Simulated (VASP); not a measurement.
A run of VASP 6.6.1:

Contents of INCAR:

```
SYSTEM = CsPbCl3
PREC = Accurate ; ENCUT = 520
EDIFF = 1E-6 ; ISMEAR = 0
SIGMA = 0.02 ; LREAL = .FALSE.
LASPH = .TRUE. ; NELM = 100
ALGO = Normal ; ISIF = 2
LWAVE = .FALSE. ; LCHARG = .TRUE.
GGA = PE ; LELF = .TRUE.
LVHAR = .TRUE. ; NBANDS = 30
```

Contents of KPOINTS:

```
Automatic mesh
0
G
  6 6 6
  0 0 0
```

POSCAR

```
CsPbCl3
1.0
    5.7344114900      0.0000000000      0.0000000000
    0.0000000000      5.7344114900      0.0000000000
    0.0000000000      0.0000000000      5.7344114900
Cs Pb Cl
1 1 3
Direct
    0.0000000000      0.0000000000      0.0000000000
    0.5000000000      0.5000000000      0.5000000000
    0.0000000000      0.5000000000      0.5000000000
    0.5000000000      0.0000000000      0.5000000000
    0.5000000000      0.5000000000      0.0000000000
```

Potentials or basis: VASP PAW PBE potentials, release 64 (Cs_sv, Pb_d, Cl).

Command:

```bash
$ cat potpaw_PBE.64/Cs_sv/POTCAR potpaw_PBE.64/Pb_d/POTCAR potpaw_PBE.64/Cl/POTCAR > POTCAR
$ mpirun -np 1 vasp_std > vasp.out
```

Hardware: 1 thread of Intel(R) Xeon(R) Platinum 8375C CPU @ 2.90GHz (Ice Lake), with other jobs on the host.

Q: Estimate the wall time of this run.

A: It took 86 s on 1 thread of Intel(R) Xeon(R) Platinum 8375C CPU @ 2.90GHz (Ice Lake), with other jobs on the host, peak memory 0.38 GiB. Counts: scf iterations 13, k points 20.
